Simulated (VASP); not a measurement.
Input of a VASP 6.6.1 run:

Contents of INCAR:

```
SYSTEM = Al2Pt
PREC = Accurate
ENCUT = 520
EDIFF = 1E-6
ISMEAR = 0
SIGMA = 0.1
LREAL = .FALSE.
LASPH = .TRUE.
NELM = 80
ALGO = Normal
ISIF = 2
LWAVE = .FALSE.
LCHARG = .FALSE.
GGA = PS
NBANDS = 15
```

KPOINTS

```
regular mesh
0
G
  12 12 12
  0 0 0
```

Contents of POSCAR:

```
Al2Pt
1.0
    0.0000000000      2.9412692212      2.9412692212
    2.9412692212      0.0000000000      2.9412692212
    2.9412692212      2.9412692212      0.0000000000
Al Pt
2 1
Direct
    0.2500000000      0.2500000000      0.2500000000
    0.7500000000      0.7500000000      0.7500000000
    0.0000000000      0.0000000000      0.0000000000
```

Potentials or basis: VASP PAW PBE potentials, release 64 (Al, Pt).

The run is started by

```sh
$ cat potpaw_PBE.64/Al/POTCAR potpaw_PBE.64/Pt/POTCAR > POTCAR
$ mpirun -np 1 vasp_std > vasp.out
```

Task: Estimate the band gap on the k mesh.

Result: Zero (band 8 reaches 11.76 eV, above the bottom of band 9 at 6.32 eV).

Task: What does it give for the pressure?

Result: 1.0 GPa.

Caveat: the PAW data sets were made with another functional, which shifts forces and pressure a little; spin-orbit coupling is left out, which moves the levels of the heavy elements.
